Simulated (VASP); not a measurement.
Crystal: BN.

```
N B
1.0
     0.00000    3.56387    2.20857
     1.27618    0.00000    2.20857
     1.27618    3.56387    0.00000
N B
1 1
Direct
  0.66665 0.66665 0.33335
  0.00005 0.00005 0.99995
```

This cell differs from its parent crystal: volume scaled by 1.06.

Program: VASP 6.6.1. Alike in all runs: task single point; no spin polarisation; cell as given; k mesh 13 × 13 × 13; cutoff (eV) 520; smearing fermi-dirac 0.05 eV.

Task: Order these runs on this cell by their pressure, lowest first.
A. level PBE; potentials or basis VASP PAW PBE potentials, release 64 (N, B)
B. level LDA; potentials or basis VASP PAW LDA potentials, release 64 (N, B)
C. level PBEsol; potentials or basis VASP PAW PBE potentials, release 64 (N, B)

Result: B (-15.6 GPa), C (-11.4 GPa), A (-9.1 GPa).

Caveats: the PAW data sets were made with another functional, which shifts forces and pressure a little (some runs).
